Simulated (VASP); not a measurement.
Set up this calculation in VASP 6.6.1, as the native input.

```
Task                   : relaxation of the atoms
Functional             : PBEsol
Potentials or basis    : VASP PAW PBE potentials, release 64 (Si, Ti_sv)
Cutoff                 : 520 eV
k mesh                 : 2 × 2 × 2
Occupations            : fermi-dirac, width 0.05 eV
Spin                   : no spin polarisation
Dipole correction      : no
Further INCAR settings : LREAL = Auto; ALGO = Normal; EDIFF = 1e-06; IBRION = 2; EDIFFG = -0.03; NSW = 80
```

The structure of TiSi16 (a cell with a defect) lies in POSCAR:

```
TiSi16
1.0
    0.0000000000      5.4300000000      5.4300000000
    5.4300000000      0.0000000000      5.4300000000
    5.4300000000      5.4300000000      0.0000000000
Si Ti
16 1
Direct
    0.0000000000      0.0000000000      0.0000000000
    0.1250000000      0.1250000000      0.1250000000
    0.0000000000      0.0000000000      0.5000000000
    0.1250000000      0.1250000000      0.6250000000
    0.0000000000      0.5000000000      0.0000000000
    0.1250000000      0.6250000000      0.1250000000
    0.0000000000      0.5000000000      0.5000000000
    0.1250000000      0.6250000000      0.6250000000
    0.5000000000      0.0000000000      0.0000000000
    0.6250000000      0.1250000000      0.1250000000
    0.5000000000      0.0000000000      0.5000000000
    0.6250000000      0.1250000000      0.6250000000
    0.5000000000      0.5000000000      0.0000000000
    0.6250000000      0.6250000000      0.1250000000
    0.5000000000      0.5000000000      0.5000000000
    0.6250000000      0.6250000000      0.6250000000
    0.8223726300      0.8124523000      0.3138652200
```

One way to write it, as run:

INCAR

```
SYSTEM = TiSi16
ALGO = Normal
EDIFF = 1E-6
EDIFFG = -0.03
ENCUT = 520
GGA = PS
IBRION = 2
ISIF = 2
ISMEAR = -1
LASPH = .TRUE.
LCHARG = .FALSE.
LREAL = Auto
LWAVE = .FALSE.
NELM = 100
NSW = 80
PREC = Accurate
SIGMA = 0.05
```

KPOINTS

```
k-points
0
G
  2 2 2
  0 0 0
```

Potentials or basis: VASP PAW PBE potentials, release 64 (Si, Ti_sv).

Launch:

```bash
$ cat potpaw_PBE.64/Si/POTCAR potpaw_PBE.64/Ti_sv/POTCAR > POTCAR
$ mpirun -np 1 vasp_std > vasp.out
```

It gave:

```json
{"Energy gained by relaxing": "190.0 meV/atom", "Ionic steps": "49", "Pressure after relaxing": "2.1 GPa", "Largest force after relaxing": "0.029 eV/Å", "Band gap on the k mesh": "zero (bands 38 and 39 overlap by 0.40 eV)"}
```

Caveat: the k points lie up to 0.50 Å⁻¹ apart; the PAW data sets were made with another functional, which shifts forces and pressure a little.

Run time: 67 min on 1 thread of Intel(R) Xeon(R) Platinum 8488C (Sapphire Rapids), with other jobs on the host, peak memory 0.56 GiB.
